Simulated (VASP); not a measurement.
Set up this calculation in VASP 6.6.1, as the native input.

* Task: single point
* Functional: PBE
* Potentials or basis: VASP PAW PBE potentials, release 64 (Ti_sv, S)
* Cutoff: 520 eV
* k mesh: 9 × 6 × 1
* Occupations: gaussian, width 0.1 eV
* Spin: no spin polarisation
* Dipole correction: yes
* Further INCAR settings: ALGO = Normal; EDIFF = 1e-06; NBANDS = 48

The structure of Ti6S lies in POSCAR:

```
Ti6S
1.0
    2.8319727860      0.0000000000      0.0000000000
    0.0000000000      4.5793473380      0.0000000000
    0.0000000000      0.0000000000     22.0506909065
Ti S
6 1
Direct
    0.5000000000      0.0000000000      0.1814002118
    0.0000000000      0.5000000000      0.2413504290
    0.5000000000      0.0000000000      0.3013006462
    0.5000000000      0.5000000000      0.3625816208
    0.0000000000      0.0000000000      0.4208167734
    0.5000000000      0.5000000000      0.4784743912
    0.8333333333      0.5000000000      0.5664957877
```

One way to write it, as run:

INCAR

```
PREC = Accurate
ENCUT = 520
EDIFF = 1E-6
ISMEAR = 0
SIGMA = 0.1
LREAL = F
LASPH = T
NELM = 80
ALGO = Normal
ISIF = 2
LWAVE = F
LCHARG = T
LDIPOL = T
IDIPOL = 3
DIPOL = 0.5 0.5 0.365
GGA = PE
LELF = T
LVHAR = T
LVACPOTAV = T
NBANDS = 48
```

KPOINTS

```
Automatic mesh
0
Gamma
  9 6 1
```

Potentials or basis: VASP PAW PBE potentials, release 64 (Ti_sv, S).

Launch:

```bash
$ cat potpaw_PBE.64/Ti_sv/POTCAR potpaw_PBE.64/S/POTCAR > POTCAR
$ mpirun -np 1 vasp_std > vasp.out
```

Results of the run:

- Largest force: 1.095 eV/Å
- Band gap on the k mesh: zero (bands 39 and 40 overlap by 0.19 eV)

Run time: 4.9 min on 1 thread of Intel(R) Xeon(R) 6975P-C (Granite Rapids) (shared host), peak memory 0.47 GiB.
